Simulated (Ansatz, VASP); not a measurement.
WSe2 in VASP and in Ansatz

```
W Se
1.0
     1.64503    2.84928    0.00000
    -1.64503    2.84928    0.00000
     0.00000    0.00000   12.97026
W Se
2 4
Direct
  0.33333 0.33334 0.25000
  0.66666 0.66667 0.75000
  0.33333 0.33334 0.62100
  0.66666 0.66667 0.12100
  0.33333 0.33334 0.87900
  0.66667 0.66667 0.37900
```

Alike in both runs: task single point; functional PBE; k mesh 9 × 9 × 2; no spin polarisation.

```csv
,VASP,Ansatz
version,VASP 6.6.1,Ansatz 0.2.0
potentials or method,"VASP PAW PBE potentials, release 64 (W_sv, Se), cutoff 520 eV",PAW plane waves
occupations,"fermi-dirac, width 0.1 eV",fermi-dirac
valence electrons in the cell,52,92
```

VASP gave:

| Quantity | Value |
| --- | --- |
| pressure (GPa) | 4.0 |
| traceless stress, the component that is largest in VASP (GPa) | 0.74 |
| rms of the force components (eV/Å) | 0.102 |

Task: What did Ansatz give for the same quantities?

Result: Pressure (GPa): 3.7; traceless stress, the component that is largest in VASP (GPa): 0.66; rms of the force components (eV/Å): 0.080.

Atom by atom the forces differ by 0.023 eV/Å (rms over components). VASP's potentials hold 52 valence electrons a cell and Ansatz's 92, so a difference there can come from the potentials and not from the codes. Ansatz's warnings: structure snapped to symmetry.

Neither program's run includes spin-orbit coupling.
